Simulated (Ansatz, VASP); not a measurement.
One calculation of Ni, two programs

```
Ni
1.0
     0.00000    2.52377    2.52377
     2.52377    0.00000    2.52377
     2.52377    2.52377    0.00000
Ni
2
Direct
  0.12500 0.12500 0.12500
  0.87500 0.87500 0.87500
```

Alike in both runs: task single point; functional BLYP; k mesh 12 × 12 × 12; occupations fermi-dirac, width 0.05 eV; collinear spin.

```csv
,VASP,Ansatz
version,VASP 6.6.1,Ansatz 0.2.0
potentials or method,"VASP PAW PBE potentials, release 64 (Ni), cutoff 520 eV","plane waves (420 eV) with PAW, scalar-relativistic"
valence electrons in the cell,20,36
```

Ansatz gave:

| Item | Value |
| --- | --- |
| pressure (GPa) | 7.9 |
| net moment per atom (μB) | 0.77 |
| size of the moment on the site where the two differ most (μB) | 0.80 |

Task: What did VASP give for the same quantities?

Result: Pressure (GPa): 7.8; net moment per atom (μB): 0.76; size of the moment on the site where the two differ most (μB): 0.76.

VASP's potentials were made for PBE, not for BLYP. Site moments also hang on the region over which each program counts them. With one functional, cell and mesh, what is left measures potentials, basis and numerics. VASP's potentials hold 20 valence electrons a cell and Ansatz's 36, so a difference there can come from the potentials and not from the codes.
